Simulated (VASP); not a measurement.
A run of VASP 6.6.1 is set up as follows.

INCAR

```
SYSTEM = SiC
  PREC = Accurate
  ENCUT = 600
  EDIFF = 1E-6
  ISMEAR = 0
  SIGMA = 0.01
  LREAL = .FALSE.
  LASPH = .TRUE.
  NELM = 60
  ALGO = Normal
  ISIF = 3
  LWAVE = .FALSE.
  LCHARG = .FALSE.
  GGA = PS
  IBRION = 2
  NSW = 80
  EDIFFG = -0.001
```

The input KPOINTS:

```
Automatic mesh
0
G
  12 12 6
  0 0 0
```

POSCAR

```
SiC
1.0
    3.0759639164      0.0000000000      0.0000000000
   -1.5379819582      2.6638628927      0.0000000000
    0.0000000000      0.0000000000      5.0477017944
Si C
2 2
Direct
    0.3333333333      0.6666666667      0.0045904896
    0.6666666667      0.3333333333      0.5045904896
    0.3333333333      0.6666666667      0.3804095104
    0.6666666667      0.3333333333      0.8804095104
```

Potentials or basis: VASP PAW PBE potentials, release 64 (Si, C).

Launch:

```bash
$ cat potpaw_PBE.64/Si/POTCAR potpaw_PBE.64/C/POTCAR > POTCAR
$ mpirun -np 1 vasp_std > vasp.out
```

(1) Predict the band gap on the k mesh.

(2) Predict the relaxed cell.

Results:

(1) 2.12 eV, indirect (least direct gap 3.85 eV).

(2) a = 3.077 Å, b = 3.077 Å, c = 5.049 Å, α = 90.00°, β = 90.00°, γ = 120.00°.
